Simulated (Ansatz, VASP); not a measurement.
Rb: VASP beside Ansatz

```
Rb
1.0
    -2.68596    2.68596    2.68596
     2.68596   -2.68596    2.68596
     2.68596    2.68596   -2.68596
Rb
1
Direct
  0.00000 0.00000 0.00000
```

Alike in both runs: task single point; functional LDA; k mesh 8 × 8 × 8; occupations fermi-dirac, width 0.3 eV; no spin polarisation.

```csv
,VASP,Ansatz
version,VASP 6.6.1,Ansatz 0.2.0
potentials or method,"VASP PAW LDA potentials, release 64 (Rb_sv), cutoff 520 eV","plane waves (420 eV) with PAW, scalar-relativistic"
valence electrons in the cell,9,9
```

```tsv
	VASP	Ansatz	Ansatz less VASP
pressure (GPa)	0.1	0.1	0.00
```

Ansatz warns that its potentials were made for another functional, while VASP's fit it. LDA's correlation is that of Perdew and Zunger in VASP and of Perdew and Wang (1992) in Ansatz.
